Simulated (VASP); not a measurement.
The system is SbTe2O3.

```
Sb Te O
1.0
     6.27980    0.00000    0.00000
    -3.13990    5.43847    0.00000
     0.00000    0.00000    3.39839
Sb Te O
1 2 3
Direct
  0.00000 0.00000 0.00000
  0.33333 0.66667 0.00000
  0.66667 0.33333 0.00000
  0.50000 0.00000 0.50000
  0.50000 0.50000 0.50000
  0.00000 0.50000 0.50000
```

* Program: VASP 6.6.1
* Task: relaxation of cell and atoms
* Functional: PBE
* Potentials or basis: VASP PAW PBE potentials, release 64 (Sb, Te, O)
* Cutoff: 600 eV
* k mesh: 3 × 3 × 6
* Occupations: gaussian, width 0.1 eV
* Spin: no spin polarisation

At the start: pressure -11.4 GPa; volume 19.34 Å³/atom.

Q: Where does the relaxation end?

A: Over 7 steps the energy falls by 135.5 meV/atom and the volume is 16.04 Å³/atom (-17.1 %); space group P6/mmm (No. 191, to 0.05 Å).

The path:
| step | energy change (eV) | largest force (eV/Å) | pressure (GPa) | volume (Å³) |
| --- | --- | --- | --- | --- |
| 1 | 0.0000 | 0.0000 | -11.42 | 116.06 |
| 2 | -0.5272 | 0.0000 | 6.98 | 94.40 |
| 3 | -0.6542 | 0.0000 | -0.21 | 100.18 |
| 4 | -0.7229 | 0.0000 | -0.40 | 98.99 |
| 5 | -0.7967 | 0.0000 | 0.17 | 95.15 |
| 6 | -0.8103 | 0.0000 | -0.36 | 96.64 |
| 7 | -0.8130 | 0.0000 | -0.33 | 96.24 |

Final structure:
```yaml
crystal:
  lattice:
    - [5.74257, 0.00000, 0.00000]
    - [-2.87128, 4.97321, 0.00000]
    - [0.00000, 0.00000, 3.36999]
  atoms:
    - { symbol: Sb, position: [0.00000, 0.00000, 0.00000] }
    - { symbol: Te, position: [0.33333, 0.66667, 0.00000] }
    - { symbol: Te, position: [0.66667, 0.33333, 0.00000] }
    - { symbol: O, position: [0.50000, 0.00000, 0.50000] }
    - { symbol: O, position: [0.50000, 0.50000, 0.50000] }
    - { symbol: O, position: [0.00000, 0.50000, 0.50000] }
```

Caveat: the k points lie up to 0.42 Å⁻¹ apart in the final cell; the volume moved by over 15 % at a fixed basis, so the end points are rough; an odd number of electrons without spin polarisation forces a metal; a magnetic or distorted state may lie lower.
